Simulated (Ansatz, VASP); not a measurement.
## MgS in VASP and in Ansatz

```xyz
2
Lattice="0.0000 2.6412 2.5997 2.6412 0.0000 2.5997 2.6412 2.6412 0.0000" Properties=species:S:1:pos:R:3 pbc="T T T"
Mg    0.0000    0.0000    0.0000
S     2.6412    2.6412    2.5997
```

Change from the starting cell: strained cell.

Alike in both runs: task relaxation of the atoms; functional PBE; k mesh 6 × 6 × 6; occupations gaussian, width 0.02 eV; no spin polarisation.

```csv
,VASP,Ansatz
version,VASP 6.6.1,Ansatz 0.2.0
potentials or method,"VASP PAW PBE potentials, release 64 (Mg, S), cutoff 520 eV","scalar-relativistic, plane waves, PAW"
valence electrons in the cell,8,16
```

|  | VASP | Ansatz | Ansatz less VASP |
| --- | --- | --- | --- |
| gap on the k mesh at the Fermi level, each at its own relaxed structure (eV) | 2.64 | 2.65 | +0.015 |

VASP's potentials hold 8 valence electrons a cell and Ansatz's 16, so a difference there can come from the potentials and not from the codes. Ansatz's warnings: stress scf threshold loose.

Noted on VASP's run: the relaxation stopped at its first step, so nothing moved.
